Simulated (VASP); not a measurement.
Crystal: CdS (Hawleyite).

```xyz
2
Lattice="0.0000 2.9358 2.9358 2.9358 0.0000 2.9358 2.9358 2.9358 0.0000" Properties=species:S:1:pos:R:3 pbc="T T T"
Cd    0.0000    0.0000    0.0000
S     4.4037    4.4037    4.4037
```

This cell differs from its parent crystal: volume scaled by 1.02.

Program: VASP 6.6.1. Alike in all runs: task single point; cell as given; k mesh 8 × 8 × 8; cutoff (eV) 520.

Task: Order these runs on this cell by their pressure, lowest first.
A. level RPBE; potentials or basis VASP PAW PBE potentials, release 64 (Cd, S); spin off; smearing fermi-dirac 0.05 eV
B. level LDA; potentials or basis VASP PAW LDA potentials, release 64 (Cd, S); spin off; smearing fermi-dirac 0.05 eV
C. level PBE+D3(BJ); potentials or basis VASP PAW PBE potentials, release 64 (Cd, S); spin non-collinear, zero start, SOC; smearing fermi-dirac 0.1 eV

Result: B (-3.1 GPa), C (-0.3 GPa), A (4.1 GPa).

Caveats: the PAW data sets were made with another functional, which shifts forces and pressure a little (some runs).
